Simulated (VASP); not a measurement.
Ga2BSb3: single point with PBE

Ga2BSb3:

```
Ga B Sb
1.0
     3.17831    0.00000    0.00000
     0.00000    3.17831    0.00000
     0.00000    0.00000   15.03271
Ga B Sb
2 1 3
Direct
  0.50000 0.50000 0.84704
  0.50000 0.50000 0.15296
  0.00000 0.00000 0.50000
  0.00000 0.00000 0.00000
  0.00000 0.00000 0.35587
  0.00000 0.00000 0.64413
```

The cell was generated, and may not be a known phase.

```yaml
Program: VASP 6.6.1
Task: single point
Functional: PBE
Potentials_or_basis: VASP PAW PBE potentials, release 64 (Ga_d, B, Sb)
Cutoff: 520 eV
k_mesh: 12 × 12 × 4
Occupations: gaussian, width 0.1 eV
Spin: no spin polarisation
```

| Property | Result |
| --- | --- |
| Pressure | 0.2 GPa |
| Largest force | 0.095 eV/Å |
| Band gap on the k mesh | zero (bands 22 and 23 overlap by 4.32 eV) |

Forces on the atoms (eV/Å):
```
Ga   0.000  0.000 -0.004
Ga   0.000  0.000  0.004
B    0.000  0.000  0.000
Sb   0.000  0.000  0.000
Sb   0.000  0.000 -0.095
Sb   0.000  0.000  0.095
```

Stress tensor (GPa, compression positive):
```
0.02 0.00 0.00
0.00 0.02 0.00
0.00 0.00 0.42
```

Levels at points of the mesh, in eV from the Fermi level:
```
           k point  band 18  band 19  band 20  band 21  band 22  band 23  band 24  band 25  band 26  band 27
(0.00, 0.00, 0.00)    -1.26     0.77     1.58     1.58     2.67     2.67     3.61     3.61     4.65     4.70
(0.50, 0.00, 0.00)    -4.19    -3.90    -2.90    -2.41    -0.93    -0.50     1.24     2.48     2.50     3.90
(0.50, 0.50, 0.00)    -3.08    -2.98    -2.68    -2.68    -2.56    -1.23    -0.17    -0.17     0.20     0.43
(0.00, 0.00, 0.50)    -2.17     1.58     1.58     2.27     2.53     2.66     2.66     3.65     3.65     5.16
(0.50, 0.00, 0.50)    -4.64    -3.55    -2.95    -2.62    -0.87    -0.42     1.76     1.77     2.48     3.52
(0.50, 0.50, 0.50)    -3.08    -2.98    -2.64    -2.64    -2.56    -1.20    -0.37    -0.37     0.15     0.86
```

It took 2.7 min on 1 thread of AMD EPYC 9R45 96-Core Processor (Zen 5), on a shared host, peak memory 0.47 GiB.

Caveat: spin-orbit coupling is left out, which moves the levels of the heavy elements.
